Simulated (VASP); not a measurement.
# TiMnO6 (Fm-3m) in VASP: single point with PBE+U

Aim: the single point of TiMnO6 with PBE+U.

Everything below comes from runs of VASP 6.6.1. Logs are shortened: lines on timing, memory, paths and dates and some standing lists are left out, and cuts for length are marked.

**1. The cell of the first run**

Symmetry: Fm-3m, No. 225, cubic system. The conventional cell has a = 7.607 Å, b = 7.607 Å, c = 7.607 Å, α = 90.00°, β = 90.00°, γ = 90.00°. Ti (site symmetry m-3m) has 6 O at 1.95 Å within 2.6 Å. Within 2.5 Å of O (site symmetry 4mm) lie 1 Mn at 1.85 Å and 1 Ti at 1.95 Å. Within 2.5 Å of Mn (site symmetry m-3m) lie 6 O at 1.85 Å.

**2. Single point, PBE+U, collinear spin, antiferromagnetic start**

Contents of INCAR:

```
SYSTEM = TiMnO6
PREC     = Accurate       ! precision mode
ENCUT    = 520            ! plane-wave cutoff, eV
EDIFF    = 1E-7           ! SCF threshold, eV
ISMEAR   = 1              ! smearing method
SIGMA    = 0.0559         ! smearing width, eV
LREAL    = Auto         
LASPH    = .TRUE.         ! aspherical terms in the spheres
NELM     = 150            ! most SCF steps
ALGO     = Normal         ! electronic algorithm
ISIF     = 2              ! what is computed and relaxed
LWAVE    = .FALSE.        ! write WAVECAR
LCHARG   = .FALSE.        ! write CHGCAR
ISPIN    = 2              ! spin polarisation
MAGMOM   = 1 -1 0 0 0 0 0 0 0 0 0 0 0 0 4.5 -4.5 ! initial moments
LORBIT   = 11             ! projections on sites
LMAXMIX  = 4              ! l up to which the mixer works
LDAU     = .TRUE.         ! DFT+U
LDAUTYPE = 2            
LDAUL    = 2 -1 2         ! shell
LDAUU    = 2.01 0 2.88    ! U, eV
LDAUJ    = 0 0 0        
LDAUPRINT= 1            
GGA      = PE             ! functional
NBANDS   = 79             ! bands
```

Contents of KPOINTS:

```
regular mesh
0
G
  4 4 2
  0 0 0
```

Contents of POSCAR:

```
TiMnO6
1.0
    0.0000000000      3.8034433300      3.8034433300
    3.8034433300      0.0000000000      3.8034433300
    7.6068866500      7.6068866500      0.0000000000
Ti O Mn
2 12 2
Direct
    0.5000000000      0.5000000000      0.2500000000
    0.5000000000      0.5000000000      0.7500000000
    0.2431800000      0.2431800000      0.3784100000
    0.2431800000      0.2431800000      0.8784100000
    0.7568200000      0.7568200000      0.1215900000
    0.7568200000      0.7568200000      0.6215900000
    0.7568200000      0.2431800000      0.1215900000
    0.7568200000      0.2431800000      0.6215900000
    0.2431800000      0.7568200000      0.3784100000
    0.2431800000      0.7568200000      0.8784100000
    0.2431800000      0.7568200000      0.1215900000
    0.2431800000      0.7568200000      0.6215900000
    0.7568200000      0.2431800000      0.3784100000
    0.7568200000      0.2431800000      0.8784100000
    0.0000000000      0.0000000000      0.0000000000
    0.0000000000      0.0000000000      0.5000000000
```

Potentials or basis: VASP PAW PBE potentials, release 64 (Ti_sv, O, Mn_pv).

Launch:

```console
$ cat potpaw_PBE.64/Ti_sv/POTCAR potpaw_PBE.64/O/POTCAR potpaw_PBE.64/Mn_pv/POTCAR > POTCAR
$ mpirun -np 1 vasp_std > vasp.out
```

OUTCAR:

```text
SYSTEM = TiMnO6
   PREC = Accurate
   ENCUT = 520
   EDIFF = 1E-7
   ISMEAR = 1
   LREAL = Auto
   LASPH = .TRUE.
   NELM = 150
   ISIF = 2
   ISPIN = 2
   LORBIT = 11
   GGA = PE

 ion  position               nearest neighbor table
   1  0.500  0.500  0.250-   7 1.95   9 1.95  11 1.95  13 1.95   3 1.95   5 1.95
   2  0.500  0.500  0.750-   8 1.95  10 1.95  12 1.95  14 1.95   4 1.95   6 1.95
   3  0.243  0.243  0.378-  16 1.85   1 1.95
   4  0.243  0.243  0.878-  15 1.85   2 1.95
   5  0.757  0.757  0.122-  15 1.85   1 1.95
   6  0.757  0.757  0.622-  16 1.85   2 1.95
   7  0.757  0.243  0.122-  15 1.85   1 1.95
   8  0.757  0.243  0.622-  16 1.85   2 1.95
   9  0.243  0.757  0.378-  16 1.85   1 1.95
  10  0.243  0.757  0.878-  15 1.85   2 1.95
  11  0.243  0.757  0.122-  15 1.85   1 1.95
  12  0.243  0.757  0.622-  16 1.85   2 1.95
  13  0.757  0.243  0.378-  16 1.85   1 1.95
  14  0.757  0.243  0.878-  15 1.85   2 1.95
  15  0.000  0.000  0.000-   7 1.85  10 1.85  11 1.85  14 1.85   4 1.85   5 1.85
  16  0.000  0.000  0.500-   8 1.85   9 1.85  12 1.85  13 1.85   3 1.85   6 1.85

  LATTYP: Found a trigonal (rhomboedric) cell.
 ALAT       =     9.3164954118
 COS(alpha) =     0.8333333330

  Lattice vectors:

 A1 = (   7.6068866500,   3.8034433200,  -3.8034433300)
 A2 = (   3.8034433200,   3.8034433200,  -7.6068866600)
 A3 = (   3.8034433200,   7.6068866500,  -3.8034433300)

Analysis of symmetry for initial positions (statically):
=====================================================================
 Subroutine PRICEL returns following result:

  LATTYP: Found a face centered cubic cell.
 ALAT       =     7.6068866600
[... 12 lines left out ...]
 Subroutine GETGRP returns: Found 12 space group operations
 (whereof 12 operations were pure point group operations)
 out of a pool of 12 trial point group operations.

The static configuration has the point symmetry D_3d.

Analysis of symmetry for dynamics (positions and initial velocities):
=====================================================================
 Subroutine PRICEL returns following result:

  LATTYP: Found a face centered cubic cell.
 ALAT       =     7.6068866600
[... 12 lines left out ...]
 Subroutine GETGRP returns: Found 12 space group operations
 (whereof 12 operations were pure point group operations)
 out of a pool of 12 trial point group operations.

The dynamic configuration has the point symmetry D_3d.

Analysis of structural, dynamic, and magnetic symmetry:
=====================================================================
 Subroutine PRICEL returns following result:

  LATTYP: Found a face centered cubic cell.
 ALAT       =     7.6068866600
[... 12 lines left out ...]
 Subroutine GETGRP returns: Found  6 space group operations
 (whereof  6 operations were pure point group operations)
 out of a pool of 12 trial point group operations.

The overall configuration has the point symmetry C_3v.

 Subroutine INISYM returns: Found  6 space group operations
 (whereof  6 operations are pure point group operations),
 and found     2 'primitive' translations

----------------------------------------------------------------------------------------

                                     Primitive cell

  volume of cell :     110.0426

  direct lattice vectors                    reciprocal lattice vectors
     0.000000000  3.803443330  3.803443330    -0.131459826  0.131459826  0.131459826
     3.803443330  0.000000000  3.803443330     0.131459826 -0.131459826  0.131459826
     3.803443325  3.803443325  0.000000000     0.131459827  0.131459827 -0.131459827

  length of vectors
     5.378881141  5.378881141  5.378881134     0.227695099  0.227695099  0.227695099

  position of ions in fractional coordinates (direct lattice)
     0.500000000  0.500000000  0.500000000
     0.243180000  0.243180000  0.756820000
     0.756820000  0.756820000  0.243180000
     0.756820000  0.243180000  0.243180000
     0.243180000  0.756820000  0.756820000
     0.243180000  0.756820000  0.243180000
     0.756820000  0.243180000  0.756820000
     0.000000000  0.000000000  0.000000000
[... 93 lines left out ...]
   POTIM  = 0.5000    time-step for ionic-motion
   TEBEG  =    0.0;   TEEND  =   0.0 temperature during run
   PSTRESS=    0.0 pullay stress
   NELECT =     122.0000    total number of electrons
   NUPDOWN=      -1.0000    fix difference up-down
   EMIN   =  10.00;   EMAX   =-10.00  energy-range for DOS
   EFERMI =   0.00;   METHOD = LEGACY
   ISMEAR =     1;   SIGMA  =   0.06  broadening in eV -4-tet -1-fermi 0-gaus
   EFERMI_NEDOS =   21; number of points for ismear=-14 and -15
   IALGO  =     38    algorithm
   IMIX   =      4    mixing-type and parameters
     AMIX     =   0.40;   BMIX     =  1.00
     AMIX_MAG =   1.60;   BMIX_MAG =  1.00
  volume/ion in A,a.u.               =      13.76        92.83
  Fermi-wavevector in a.u.,A,eV,Ry     =   1.344821  2.541343 24.606730  1.808544
  Thomas-Fermi vector in A             =   2.472784
   LORBIT       =     11    0 simple, 1 ext, 2 COOP (PROOUT), +10 PAW based schemes
 LDA+U is selected, type is set to LDAUTYPE =  2
   angular momentum for each species LDAUL =     2   -1    2
   U (eV)           for each species LDAUU =   2.0  0.0  2.9
   J (eV)           for each species LDAUJ =   0.0  0.0  0.0
   GGA     = PE    functional components
   LHFCALC =     F    Hartree Fock is set to
   AEXX    =    0.0000 exact exchange contribution
   IVDW    =     0    specifies the selected vdW correction
   LEPSILON=     F    determine dielectric tensor
   LRPA    =     F    only Hartree local field effects (RPA)
 spin polarized calculation
 Methfessel and Paxton  Order N= 1 SIGMA  =   0.06
  energy-cutoff  :      520.00
  volume of cell :      220.09
 maximum number of plane-waves:      5964
   NGX = 21   NGY = 21   NGZ = 41

 number of electron     121.9999986 magnetization      -0.0000000

atom =   1  type =  1  l = 2

 onsite density matrix

spin component  1
[... 116 lines left out ...]
  o =  0.1635  v =  0.0000  0.0000  0.0000  0.0000  0.0000 -0.5774  0.5774  0.0000  0.5774 -0.0000      0.0000  0.0000  0.0000  0.0000  0.0000  0.0000  0.0000  0.0000  0.0000  0.0000
  o =  0.1643  v =  0.0000  0.0000  0.0000  0.0000  0.0000 -0.8164 -0.4082  0.0133 -0.4082  0.0000      0.0000  0.0000  0.0000  0.0000  0.0000  0.0000  0.0000  0.0000  0.0000  0.0000
  o =  0.1643  v =  0.0000  0.0000  0.0000  0.0000  0.0000 -0.0000 -0.7070  0.0000  0.7070 -0.0133      0.0000  0.0000  0.0000  0.0000  0.0000  0.0000  0.0000  0.0000  0.0000  0.0000
  o =  0.3786  v =  0.0000  0.0000  0.0000  0.0000  0.0000 -0.0000  0.0094 -0.0000 -0.0094 -0.9999      0.0000  0.0000  0.0000  0.0000  0.0000  0.0000  0.0000  0.0000  0.0000  0.0000
  o =  0.3786  v =  0.0000  0.0000  0.0000  0.0000  0.0000  0.0109  0.0054  0.9999  0.0054 -0.0000      0.0000  0.0000  0.0000  0.0000  0.0000  0.0000  0.0000  0.0000  0.0000  0.0000
  o =  0.5209  v = -0.0000 -0.0101 -0.0000  0.0101  0.9999  0.0000  0.0000  0.0000  0.0000  0.0000      0.0000  0.0000  0.0000  0.0000  0.0000  0.0000  0.0000  0.0000  0.0000  0.0000
  o =  0.5209  v = -0.0117 -0.0058 -0.9999 -0.0058 -0.0000  0.0000  0.0000  0.0000  0.0000  0.0000      0.0000  0.0000  0.0000  0.0000  0.0000  0.0000  0.0000  0.0000  0.0000  0.0000
  o =  0.8452  v =  0.8164  0.4082 -0.0143  0.4082  0.0000  0.0000  0.0000  0.0000  0.0000  0.0000      0.0000  0.0000  0.0000  0.0000  0.0000  0.0000  0.0000  0.0000  0.0000  0.0000
  o =  0.8452  v = -0.0000  0.7070  0.0000 -0.7070  0.0143  0.0000  0.0000  0.0000  0.0000  0.0000      0.0000  0.0000  0.0000  0.0000  0.0000  0.0000  0.0000  0.0000  0.0000  0.0000
  o =  0.8797  v = -0.5774  0.5774 -0.0000  0.5774 -0.0000  0.0000  0.0000  0.0000  0.0000  0.0000      0.0000  0.0000  0.0000  0.0000  0.0000  0.0000  0.0000  0.0000  0.0000  0.0000

 number of electron     121.9999986 magnetization       0.0000000

 Free energy of the ion-electron system (eV)
  ---------------------------------------------------
  ext. energy  EPLUGINS =         0.00000000
  ---------------------------------------------------
  free energy    TOTEN  =      -104.79174270 eV

  energy without entropy =     -104.79230356  energy(sigma->0) =     -104.79192965

 E-fermi :   0.1556     XC(G=0):  -9.2372

 val. band max:        0.1456700333   @ k =   0.5000   0.0000   0.0000
 cond. band min:       0.1566295177   @ k =   0.0000   0.0000   0.0000
 fundamental gap:      0.0109594843
 Fermi energy:         0.1555638591

 spin component 1

 k-point     1 :       0.0000    0.0000    0.0000
  band No.  band energies     occupation
      1     -56.8912      1.00000
      2     -56.8912      1.00000
      3     -50.5035      1.00000
      4     -50.5035      1.00000
      5     -50.4709      1.00000
      6     -47.8472      1.00000
[... 597 lines left out ...]
     72       3.8578      0.00000
     73       3.9451      0.00000
 Fermi energy:         0.1555638591

 spin component 2

 k-point     1 :       0.0000    0.0000    0.0000
  band No.  band energies     occupation
      1     -56.8912      1.00000
      2     -56.8912      1.00000
      3     -50.5035      1.00000
      4     -50.5035      1.00000
      5     -50.4709      1.00000
      6     -47.8472      1.00000
[... 597 lines left out ...]
     72       3.8578      0.00000
     73       3.9451      0.00000
 [bands above 73 left out]

------------------------ aborting loop because EDIFF is reached ----------------------------------------

  FORCE on cell =-STRESS in cart. coord.  units (eV):
  Direction    XX          YY          ZZ          XY          YZ          ZX
  --------------------------------------------------------------------------------------
  -------------------------------------------------------------------------------------
  Total       -5.6152673     -5.6152673     -5.6152673      1.2995755     -1.2995755     -1.2995755
  in kB      -40.8780508    -40.8780508    -40.8780508      9.4606558     -9.4606558     -9.4606558
  external PRESSURE =     -40.8780508 kB  Pullay stress =       0.0000000 kB

 VOLUME and BASIS-vectors are now :
 -----------------------------------------------------------------------------
  energy-cutoff  :      520.00
  volume of cell :      220.09
      direct lattice vectors                 reciprocal lattice vectors
     0.000000000  3.803443330  3.803443330    -0.131459826  0.131459826  0.131459826
     3.803443330  0.000000000  3.803443330     0.131459826 -0.131459826  0.131459826
     7.606886650  7.606886650  0.000000000     0.065729913  0.065729913 -0.065729913

 POSITION                                       TOTAL-FORCE (eV/Angst)
 -----------------------------------------------------------------------------------
      3.80344      3.80344      3.80344         0.000024      0.000024     -0.000024
      7.60689      7.60689      3.80344         0.000024      0.000024     -0.000024
      3.80344      3.80344      1.84984         0.053077      0.053077     -0.024471
      7.60689      7.60689      1.84984         0.053077      0.053077     -0.024471
      3.80344      3.80344      5.75704        -0.053088     -0.053088      0.024485
      7.60689      7.60689      5.75704        -0.053088     -0.053088      0.024485
[... 8 lines left out ...]
      0.00000      0.00000      0.00000         0.000012      0.000012     -0.000012
      3.80344      3.80344      0.00000         0.000012      0.000012     -0.000012
 -----------------------------------------------------------------------------------
    total drift:                                0.000052      0.000052     -0.000052

  FREE ENERGIE OF THE ION-ELECTRON SYSTEM (eV)
  ---------------------------------------------------
  free  energy   TOTEN  =      -104.7917426982 eV

  energy  without entropy=     -104.7923035580  energy(sigma->0) =     -104.79192965

 total charge

# of ion       s       p       d       tot
------------------------------------------
    1        2.210   6.280   1.651  10.142
    2        2.210   6.280   1.651  10.142
    3        1.590   3.305   0.000   4.895
    4        1.590   3.305   0.000   4.895
    5        1.590   3.305   0.000   4.895
    6        1.590   3.305   0.000   4.895
[... 8 lines left out ...]
   15        0.382   6.540   4.825  11.748
   16        0.382   6.540   4.825  11.748
--------------------------------------------------
tot         24.267  65.303  12.954 102.524

 magnetization (x)

# of ion       s       p       d       tot
------------------------------------------
    1       -0.000   0.000   0.000   0.000
    2        0.000  -0.000  -0.000  -0.000
    3       -0.006  -0.437   0.000  -0.444
    4        0.006   0.437   0.000   0.444
    5        0.006   0.437   0.000   0.444
    6       -0.006  -0.437   0.000  -0.444
[... 8 lines left out ...]
   15       -0.016  -0.036  -2.362  -2.414
   16        0.016   0.036   2.362   2.414
--------------------------------------------------
tot          0.000   0.000   0.000   0.000
```

Run time: 22 min. Hardware: 1 thread of Intel Xeon Platinum 8488C (Sapphire Rapids), shared host; peak memory 0.55 GiB.

Results:

| Property | Result |
| --- | --- |
| Free energy | -104.7917 eV |
| Pressure | -4.1 GPa |
| Largest force | 0.079 eV/Å |
| Band gap on the k mesh | zero (filled and empty bands overlap) |
| Net moment | 0.00 μB per cell |
| Site moments | Ti +0.00, -0.00; O -0.44, +0.44 (each value once); Mn -2.41, +2.41 μB |
| Valence electrons inside the program's atomic spheres | Ti 10.14; O 4.89; Mn 11.75 |

Forces on the atoms (eV/Å):
```
Ti   0.000  0.000  0.000
Ti   0.000  0.000  0.000
O    0.053  0.053 -0.024
O    0.053  0.053 -0.024
O   -0.053 -0.053  0.024
O   -0.053 -0.053  0.024
O   -0.024 -0.053  0.053
O   -0.024 -0.053  0.053
O    0.024  0.053 -0.053
O    0.024  0.053 -0.053
O   -0.053 -0.024  0.053
O   -0.053 -0.024  0.053
O    0.053  0.024 -0.053
O    0.053  0.024 -0.053
Mn   0.000  0.000  0.000
Mn   0.000  0.000  0.000
```

Eigenvalues of the final occupation matrices:
| site | spin | trace | eigenvalues |
| --- | --- | --- | --- |
| site 1 d | 1 | 0.84 | 0.13 0.13 0.13 0.23 0.23 |
| site 1 d | 2 | 0.84 | 0.13 0.13 0.13 0.23 0.23 |
| site 2 d | 1 | 0.84 | 0.13 0.13 0.13 0.23 0.23 |
| site 2 d | 2 | 0.84 | 0.13 0.13 0.13 0.23 0.23 |
| site 15 d | 1 | 1.25 | 0.16 0.16 0.16 0.38 0.38 |
| site 15 d | 2 | 3.61 | 0.52 0.52 0.85 0.85 0.88 |
| site 16 d | 1 | 3.61 | 0.52 0.52 0.85 0.85 0.88 |
| site 16 d | 2 | 1.25 | 0.16 0.16 0.16 0.38 0.38 |

Caveat: the cell stands under tension.
